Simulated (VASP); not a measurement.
A run of VASP 6.6.1:

The input POSCAR:

```
PbO2
1.0
   -2.1141963130      2.1141963130      5.3707170953
    2.1141963130     -2.1141963130      5.3707170953
    2.1141963130      2.1141963130     -5.3707170953
Pb O
2 4
Direct
    0.7500000000      0.2500000000      0.5000000000
    0.0000000000      0.0000000000      0.0000000000
    0.5479048298      0.0479048298      0.5000000000
    0.7979048298      0.7979048298      0.0000000000
    0.2020951702      0.2020951702      0.0000000000
    0.9520951702      0.4520951702      0.5000000000
```

File INCAR.step1:

```
SYSTEM = PbO2
PREC = Accurate
ENCUT = 520
ISMEAR = -1
SIGMA = 0.02
LREAL = .False.
LASPH = .True.
NELM = 100
NBANDS = 35
GGA = PE
ALGO = Normal
EDIFF = 1E-4
LWAVE = .True.
LCHARG = .False.
```

The input INCAR.step2:

```
SYSTEM = PbO2
PREC = Accurate
ENCUT = 520
EDIFF = 1E-6
ISMEAR = -1
SIGMA = 0.02
LREAL = .False.
LASPH = .True.
NELM = 100
ALGO = Normal
ISIF = 2
LWAVE = .False.
LCHARG = .False.
METAGGA = R2SCAN
LMIXTAU = .True.
NBANDS = 35
ISTART = 1
```

KPOINTS

```
regular mesh
0
Gamma
  8 8 8
  0 0 0
```

Potentials or basis: VASP PAW PBE potentials, release 64 (Pb_d, O).

Launch:

```bash
$ cat potpaw_PBE.64/Pb_d/POTCAR potpaw_PBE.64/O/POTCAR > POTCAR
$ cp INCAR.step1 INCAR
$ mpirun -np 1 vasp_std > vasp.out
$ cp INCAR.step2 INCAR
$ mpirun -np 1 vasp_std > vasp.out
```

Hardware: 1 thread of AMD EPYC 7R43 64-Core Processor (Zen 3) (shared host).

Question: How long does it take, and how much memory?

Answer: Wall time 33 min on 1 thread of AMD EPYC 7R43 64-Core Processor (Zen 3) (shared host), peak memory 0.41 GiB. Counts: k points 59.
